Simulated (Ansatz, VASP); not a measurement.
# NaI in VASP and in Ansatz

INCAR

```
SYSTEM = NaI
ALGO = Normal ; EDIFF = 1E-6
ENCUT = 520 ; GGA = PE
ISIF = 2 ; ISMEAR = 0
IVDW = 12 ; LASPH = .True.
LCHARG = .False. ; LREAL = .False.
LWAVE = .False. ; NBANDS = 22
NELM = 80 ; PREC = Accurate
SIGMA = 0.05
```

KPOINTS

```
k-points
0
Gamma
  6 8 4
  0 0 0
```

The input POSCAR:

```
NaI
1.0
    4.7722534545      0.0000000000     -0.2386126727
    0.0000000000      4.1018944388      0.0000000000
   -0.3386889191      0.0000000000      6.5251807160
Na I
2 2
Direct
    0.2500000000      0.5000000000      0.2499880837
    0.7500000000      0.5000000000      0.7500119163
    0.2500000000      0.0000000000      0.7499134626
    0.7500000000      0.0000000000      0.2500865374
```

Input for Ansatz:

```yaml
crystal:
  lattice:
    - [4.7722534545, 0.0, -0.2386126727]
    - [0.0, 4.1018944388, 0.0]
    - [-0.3386889191, 0.0, 6.525180716]
  atoms:
    - { symbol: Na, position: [0.25, 0.5, 0.2499880837] }
    - { symbol: Na, position: [0.75, 0.5, 0.7500119163] }
    - { symbol: I, position: [0.25, 0.0, 0.7499134626] }
    - { symbol: I, position: [0.75, 0.0, 0.2500865374] }
basis:
  ecutwfc: 520.0
kpoints:
  mp_grid: { grid: [6, 8, 4] }
hamiltonian:
  xc: pbe
  dispersion: d3bj
scf:
  occupations: { method: gaussian, width: 0.05 }
output:
  forces: true
  stress: true
  eigenvalues: true
```

Change from the starting cell: engineering shear strain xz -0.1000, normal strain along z -0.0367.

Alike in both runs: task single point; functional PBE; dispersion D3(BJ); k mesh 6 × 8 × 4; occupations gaussian, width 0.05 eV; no spin polarisation.

```csv
,VASP,Ansatz
version,VASP 6.6.1,Ansatz 0.2.0
potentials or method,"VASP PAW PBE potentials, release 64 (Na_pv, I), cutoff 520 eV","scalar-relativistic, plane waves, PAW"
valence electrons in the cell,28,52
```

Ansatz gave:

| Quantity | Value |
| --- | --- |
| gap on the k mesh at the Fermi level (eV) | 2.15 |
| least direct gap on the mesh (eV) | 2.40 |
| pressure (GPa) | 0.6 |
| traceless stress, the component that is largest in VASP (GPa) | 2.08 |

**Question.** Estimate VASP's values.

**Answer.** gap on the k mesh at the Fermi level (eV): 2.14; least direct gap on the mesh (eV): 2.40; pressure (GPa): 0.6; traceless stress, the component that is largest in VASP (GPa): 2.07.

VASP's potentials hold 28 valence electrons a cell and Ansatz's 52, so a difference there can come from the potentials and not from the codes.

Neither program's run includes spin-orbit coupling.
